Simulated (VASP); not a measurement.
A run of VASP 6.6.1 is set up as follows.

INCAR

```
PREC = Accurate
ENCUT = 520
EDIFF = 1E-6
ISMEAR = -1
SIGMA = 0.05
LREAL = False
LASPH = True
NELM = 60
ALGO = Normal
ISIF = 2
LWAVE = False
LCHARG = True
GGA = B5
ALDAX = 1.0
AGGAX = 1.0
AGGAC = 1.0
ALDAC = 0.0
IVDW = 12
VDW_S6 = 1.0
VDW_S8 = 2.6996
VDW_A1 = 0.4298
VDW_A2 = 4.2359
LELF = True
LVHAR = True
NBANDS = 11
```

File KPOINTS:

```
regular mesh
0
Gamma
  10 10 10
```

Contents of POSCAR:

```
BP
1.0
    0.0000000000      2.2527239681      2.2527239681
    2.2527239681      0.0000000000      2.2527239681
    2.2527239681      2.2527239681      0.0000000000
P B
1 1
Direct
    0.7500000000      0.7500000000      0.7500000000
    0.0000000000      0.0000000000      0.0000000000
```

Potentials or basis: VASP PAW PBE potentials, release 64 (P, B).

The run is started by

```console
$ cat potpaw_PBE.64/P/POTCAR potpaw_PBE.64/B/POTCAR > POTCAR
$ mpirun -np 1 vasp_std > vasp.out
```

Problem. Predict the dispersion energy per atom.

Solution. -0.701 eV.

Problem. Predict the band gap on the k mesh.

Solution. 1.51 eV, indirect (least direct gap 3.62 eV).

Problem. Predict the pressure.

Solution. -0.2 GPa.

Caveat: the PAW data sets were made with another functional, which shifts forces and pressure a little. A hybrid or GW would open this gap; BLYP tends to underestimate it.
